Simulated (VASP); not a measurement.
Set up this calculation in VASP 6.6.1, as the native input.

* Task: relaxation of cell and atoms
* Functional: PBE
* Potentials or basis: VASP PAW PBE potentials, release 64 (Sn_d, S)
* Cutoff: 600 eV
* k mesh: 12 × 12 × 12
* Occupations: gaussian, width 0.1 eV
* Spin: no spin polarisation
* Dipole correction: no
* Further INCAR settings: ALGO = Normal; EDIFF = 1e-06; IBRION = 2; EDIFFG = -0.01; NSW = 100; ISIF = 3

The structure of SnS3 lies in POSCAR:

```
SnS3
1.0
    4.2808998440      0.0000000000      0.0000000000
    0.0000000000      4.2808998440      0.0000000000
    0.0000000000      0.0000000000      4.2808998440
Sn S
1 3
Direct
    0.0000000000      0.0000000000      0.0000000000
    0.5000000000      0.5000000000      0.0000000000
    0.0000000000      0.5000000000      0.5000000000
    0.5000000000      0.0000000000      0.5000000000
```

These files were run (other wordings do the same):

INCAR

```
ALGO = Normal
EDIFF = 1E-6
EDIFFG = -0.01
ENCUT = 600
GGA = PE
IBRION = 2
ISIF = 3
ISMEAR = 0
LASPH = T
LCHARG = F
LREAL = F
LWAVE = F
NELM = 60
NSW = 100
PREC = Accurate
SIGMA = 0.1
```

KPOINTS

```
k-points
0
Gamma
  12 12 12
```

Potentials or basis: VASP PAW PBE potentials, release 64 (Sn_d, S).

The run is started by

```bash
$ cat potpaw_PBE.64/Sn_d/POTCAR potpaw_PBE.64/S/POTCAR > POTCAR
$ mpirun -np 1 vasp_std > vasp.out
```

It gave:

```json
{
 "Pressure after relaxing": "0.0 GPa",
 "Band gap on the k mesh": "zero (band 16 reaches 7.66 eV, above the bottom of band 17 at 6.46 eV)"
}
```

Caveat: the relaxation stopped at its first step, so nothing moved; spin-orbit coupling is left out, which moves the levels of the heavy elements.

It took 45 s on 1 thread of Intel(R) Xeon(R) 6975P-C (Granite Rapids) (shared host), peak memory 0.3 GiB.
